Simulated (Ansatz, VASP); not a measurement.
## Tl: VASP beside Ansatz

INCAR

```
SYSTEM = Tl
PREC = Accurate
ENCUT = 520
EDIFF = 1E-7
ISMEAR = 0
SIGMA = 0.15
LREAL = .FALSE.
LASPH = .TRUE.
NELM = 60
ALGO = Fast
ISIF = 2
LWAVE = .FALSE.
LCHARG = .FALSE.
GGA = PS
NBANDS = 20
```

KPOINTS

```
regular mesh
0
G
  18 18 10
  0 0 0
```

File POSCAR:

```
Tl
1.0
    3.5942382908      0.0000000000      0.0000000000
   -1.7971191454      3.1127016671      0.0000000000
    0.0000000000      0.0000000000      5.9670000000
Tl
2
Direct
    0.3333333333      0.6666666667      0.2500000000
    0.6666666667      0.3333333333      0.7500000000
```

Input for Ansatz:

```yaml
crystal:
  lattice:
    - [3.5942382908, 0.0, 0.0]
    - [-1.7971191454, 3.1127016671, 0.0]
    - [0.0, 0.0, 5.967]
  atoms:
    - { symbol: Tl, position: [0.3333333333, 0.6666666667, 0.25] }
    - { symbol: Tl, position: [0.6666666667, 0.3333333333, 0.75] }
basis:
  ecutwfc: 420
kpoints:
  mp_grid: { grid: [18, 18, 10] }
hamiltonian:
  xc: pbesol
scf:
  occupations: { method: gaussian, width: 0.15 }
output:
  forces: true
  stress: true
  eigenvalues: true
```

Change from the starting cell: strain +0.040 along x and y, +0.080 along z, atoms carried along.

Alike in both runs: task single point; functional PBEsol; k mesh 18 × 18 × 10; occupations gaussian, width 0.15 eV; no spin polarisation.

|  | VASP | Ansatz |
| --- | --- | --- |
| version | VASP 6.6.1 | Ansatz 0.2.0 |
| potentials or method | VASP PAW PBE potentials, release 64 (Tl_d), cutoff 520 eV | scalar-relativistic, plane waves, PAW |
| valence electrons in the cell | 26 | 26 |

|  | VASP | Ansatz | Ansatz less VASP |
| --- | --- | --- | --- |
| gap on the k mesh at the Fermi level (eV) | none | none | - |
| pressure (GPa) | -3.8 | -3.7 | +0.06 |
| traceless stress, the component that is largest in VASP (GPa) | -0.72 | -0.72 | +0.003 |

VASP's potentials were made for PBE, not for PBEsol. A gap of «none» marks a metal or a gap that the smearing closes.

Spin-orbit coupling is off throughout.
